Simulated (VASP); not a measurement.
Runs of VASP 6.6.1 on Sb. The structure is that of space group Fm-3m (No. 225), or close to it. The cells are those of the table. 

```csv
task,level,potentials or basis,cell,gap on the mesh (eV),pressure (GPa)
electric field gradients,PBE,"VASP PAW PBE potentials, release 64 (Sb)","a = 3.212 Å, angles 62.0°, 1 atom",none,9.2
single point,PBE,"VASP PAW PBE potentials, release 64 (Sb)","a = 3.216 Å, angles 60.0°, 1 atom",none,12.8
electric field gradients,PBE,"VASP PAW PBE potentials, release 64 (Sb)","a = 3.293 Å, angles 58.7°, 1 atom",none,8.9
electric field gradients,PBE,"VASP PAW PBE potentials, release 64 (Sb)","a = 3.227 Å, angles 61.3°, 1 atom",none,8.9
electric field gradients,PBE,"VASP PAW PBE potentials, release 64 (Sb)","a = 3.324 Å, angles 60.0°, 1 atom",none,3.8
electric field gradients,PBE,"VASP PAW PBE potentials, release 64 (Sb)","a = 3.276, b = 3.276, c = 3.292 Å, angles 59.8, 59.8, 60.3°, 1 atom",none,6.8
single point,PBE,"VASP PAW PBE potentials, release 64 (Sb)","a = 3.309, b = 3.309, c = 3.358 Å, angles 59.5, 59.5, 61.0°, 1 atom",none,3.8
electric field gradients,PBE,"VASP PAW PBE potentials, release 64 (Sb)","a = 3.193 Å, angles 60.0°, 1 atom",none,15.3
electric field gradients,LDA,"VASP PAW LDA potentials, release 64 (Sb)","a = 3.276, b = 3.276, c = 3.292 Å, angles 59.8, 59.8, 60.3°, 1 atom",none,2.4
single point,PBE,"VASP PAW PBE potentials, release 64 (Sb)","a = 3.287 Å, angles 60.0°, 1 atom",none,(b)
single point,PBE,"VASP PAW PBE potentials, release 64 (Sb)","a = 3.232 Å, angles 60.0°, 1 atom",none,(a)
single point,PBE,"VASP PAW PBE potentials, release 64 (Sb)","a = 3.293 Å, angles 58.7°, 1 atom",none,8.9
```

Alike in all rows: no spin polarisation; k mesh 12 × 12 × 12; cutoff (eV) 520; smearing fermi-dirac 0.05 eV.

Question: Fill in the values left out.

Answer: (a) 11.1; (b) 6.4.

Caveats: spin-orbit coupling is left out, which moves the levels of the heavy elements.

A k mesh can miss the band edges, and the runs leave out spin-orbit coupling on Sb.

A gap of «none» marks levels without a gap at the run's occupations.
